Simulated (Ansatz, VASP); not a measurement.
Given: the input of a run of Ansatz 0.2.0 on AlSn.

Contents of input.yaml:

```yaml
crystal:
  lattice:
    - [4.1981056157, 0.0, 0.0]
    - [-2.0990528078, 3.6356661109, 0.0]
    - [0.0, 0.0, 3.306847]
  atoms:
    - { symbol: Sn, position: [0.3333333333, 0.6666666667, 0.5] }
    - { symbol: Al, position: [0.0, 0.0, 0.0] }
kpoints:
  mp_grid: { grid: [7, 7, 8] }
scf:
  occupations: { method: gaussian, width: 0.02 }
hamiltonian:
  xc: lda
  pseudopotentials: { kind: all_electron, lapw: { basis_error: 0.001 } }
output:
  forces: true
  stress: true
  eigenvalues: true
```

Potentials or basis: all-electron LAPW, scalar-relativistic.

Launch:

```sh
$ ansatz run input.yaml --threads 1 --pin off --max-ram 3072MiB --backend cpu --events-out ev --progress --plain --runs-dir out
```

**Question.** Translate it to VASP 6.6.1. Potentials there: VASP PAW LDA potentials, release 64 (Sn_d, Al).

**Answer.** As run (the cutoff follows the program's own potentials):

INCAR

```
SYSTEM = AlSn
PREC = Accurate
ENCUT = 520
EDIFF = 1E-7
ISMEAR = 0
SIGMA = 0.02
LREAL = .False.
LASPH = .True.
NELM = 80
ALGO = Normal
ISIF = 2
LWAVE = .False.
LCHARG = .False.
NBANDS = 16
```

File KPOINTS:

```
regular mesh
0
Gamma
  7 7 8
  0 0 0
```

The input POSCAR:

```
AlSn
1.0
    4.1981056157      0.0000000000      0.0000000000
   -2.0990528078      3.6356661109      0.0000000000
    0.0000000000      0.0000000000      3.3068470000
Sn Al
1 1
Direct
    0.3333333333      0.6666666667      0.5000000000
    0.0000000000      0.0000000000      0.0000000000
```

Potentials or basis: VASP PAW LDA potentials, release 64 (Sn_d, Al).

Run with:

```bash
$ cat potpaw_LDA.64/Sn_d/POTCAR potpaw_LDA.64/Al/POTCAR > POTCAR
$ mpirun -np 1 vasp_std > vasp.out
```

Both were run:

|  | VASP | Ansatz | Ansatz less VASP |
| --- | --- | --- | --- |
| gap on the k mesh at the Fermi level (eV) | none | none | - |
| pressure (GPa) | -3.0 | -3.0 | 0.00 |
| traceless stress, the component that is largest in VASP (GPa) | 0.18 | 0.15 | -0.030 |

LDA's correlation is that of Perdew and Zunger in VASP and of Perdew and Wang (1992) in Ansatz. A gap of «none» marks a metal or a gap that the smearing closes. Ansatz ran all-electron here, and VASP with PAW potentials.
